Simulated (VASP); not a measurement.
Write the native input for VASP 6.6.1 that does the following.

- Task: relaxation of cell and atoms
- Functional: PBE
- Potentials or basis: VASP PAW PBE potentials, release 64 (Sc_sv, Ga_d, N)
- Cutoff: 600 eV
- k mesh: 6 × 6 × 4
- Occupations: gaussian, width 0.1 eV
- Spin: no spin polarisation
- Dipole correction: no
- Further INCAR settings: ALGO = Normal; EDIFF = 1e-06; IBRION = 2; EDIFFG = -0.04; NSW = 90; ISIF = 3

The structure of Sc2GaN3 lies in POSCAR:

```
Sc2GaN3
1.0
    4.2594722800      0.0000000000      0.0000000000
   -2.1297361400      3.6888112000      0.0000000000
    0.0000000000      0.0000000000      5.5596601300
Sc Ga N
2 1 3
Direct
    0.3333333300      0.6666666700      0.5849890600
    0.6666666700      0.3333333300      0.5849890600
    0.0000000000      0.0000000000      0.6065222000
    0.5000000000      0.0000000000      0.8838476900
    0.0000000000      0.5000000000      0.8838476900
    0.5000000000      0.5000000000      0.8838476900
```

These files were run (other wordings do the same):

INCAR

```
PREC = Accurate
ENCUT = 600
EDIFF = 1E-6
ISMEAR = 0
SIGMA = 0.1
LREAL = False
LASPH = True
NELM = 60
ALGO = Normal
ISIF = 3
LWAVE = False
LCHARG = False
GGA = PE
IBRION = 2
NSW = 90
EDIFFG = -0.04
```

KPOINTS

```
regular mesh
0
Gamma
  6 6 4
```

Potentials or basis: VASP PAW PBE potentials, release 64 (Sc_sv, Ga_d, N).

Run with:

```console
$ cat potpaw_PBE.64/Sc_sv/POTCAR potpaw_PBE.64/Ga_d/POTCAR potpaw_PBE.64/N/POTCAR > POTCAR
$ mpirun -np 1 vasp_std > vasp.out
```

Results of the run:

- Relaxed volume: 12.91 Å³/atom
- Relaxed cell: a = 5.421 Å, b = 5.421 Å, c = 3.045 Å, α = 90.00°, β = 90.00°, γ = 120.00°
- Space group after relaxing (to 0.05 Å): P6/mmm (No. 191)
- Energy gained by relaxing: 2390.0 meV/atom
- Ionic steps: 41
- Pressure after relaxing: -0.1 GPa
- Largest force after relaxing: 0.017 eV/Å
- Band gap on the k mesh: zero (band 25 reaches 4.76 eV, above the bottom of band 26 at 3.88 eV)

Run time: 33 min on 1 thread of Oxide Virtual Turin-like Processor (shared host), peak memory 0.26 GiB.
